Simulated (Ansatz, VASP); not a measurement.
One calculation of PtSe2, two programs

File INCAR:

```
SYSTEM = PtSe2
ALGO     = Normal         ! electronic algorithm
EDIFF    = 1E-6           ! SCF threshold, eV
ENCUT    = 520            ! plane-wave cutoff, eV
GGA      = PE             ! functional
ISIF     = 2              ! what is computed and relaxed
ISMEAR   = 0              ! smearing method
LASPH    = .TRUE.         ! aspherical terms in the spheres
LCHARG   = .FALSE.        ! write CHGCAR
LREAL    = .FALSE.        ! projectors in reciprocal space
LWAVE    = .FALSE.        ! write WAVECAR
NBANDS   = 18             ! bands
NELM     = 80             ! most SCF steps
PREC     = Accurate       ! precision mode
SIGMA    = 0.017          ! smearing width, eV
```

KPOINTS

```
k-points
0
G
  8 8 5
  0 0 0
```

POSCAR

```
PtSe2
1.0
    3.7240000000      0.0000000000      0.0000000000
   -1.8620000000      3.2250786037      0.0000000000
    0.0000000000      0.0000000000      5.0620000000
Pt Se
1 2
Direct
    0.0000000000      0.0000000000      0.0000000000
    0.6666666667      0.3333333333      0.7500000000
    0.3333333333      0.6666666667      0.2500000000
```

The input input.yaml:

```yaml
crystal:
  lattice:
    - [3.724, 0.0, 0.0]
    - [-1.862, 3.2250786037, 0.0]
    - [0.0, 0.0, 5.062]
  atoms:
    - { symbol: Pt, position: [0.0, 0.0, 0.0] }
    - { symbol: Se, position: [0.6666666667, 0.3333333333, 0.75] }
    - { symbol: Se, position: [0.3333333333, 0.6666666667, 0.25] }
hamiltonian:
  xc: pbe
  pseudopotentials: { kind: paw }
kpoints:
  mp_grid: { grid: [8, 8, 5] }
scf:
  occupations: { method: gaussian, width: 0.017 }
output:
  forces: true
  stress: true
  eigenvalues: true
```

Alike in both runs: task single point; functional PBE; k mesh 8 × 8 × 5; occupations gaussian, width 0.017 eV; no spin polarisation.

|  | VASP | Ansatz |
| --- | --- | --- |
| version | VASP 6.6.1 | Ansatz 0.2.0 |
| potentials or method | VASP PAW PBE potentials, release 64 (Pt, Se) | Ansatz PAW |
| plane-wave cutoff (eV) | 520 | 420 |
| valence electrons in the cell | 22 | 50 |

Ansatz gave:

```
gap on the k mesh at the Fermi level (eV)                     : none
pressure (GPa)                                                : 7.3
traceless stress, the component that is largest in VASP (GPa) : -1.15
rms of the force components (eV/Å)                            : 0.269
```

**Question.** Estimate VASP's values.

**Answer.** gap on the k mesh at the Fermi level (eV): none; pressure (GPa): 7.3; traceless stress, the component that is largest in VASP (GPa): -1.16; rms of the force components (eV/Å): 0.271.

Atom by atom the forces differ by 0.002 eV/Å (rms over components). A gap of «none» marks a metal or a gap that the smearing closes. With one functional, cell and mesh, what is left measures potentials, basis and numerics. VASP's potentials hold 22 valence electrons a cell and Ansatz's 50, so a difference there can come from the potentials and not from the codes.

Spin-orbit coupling is off throughout.
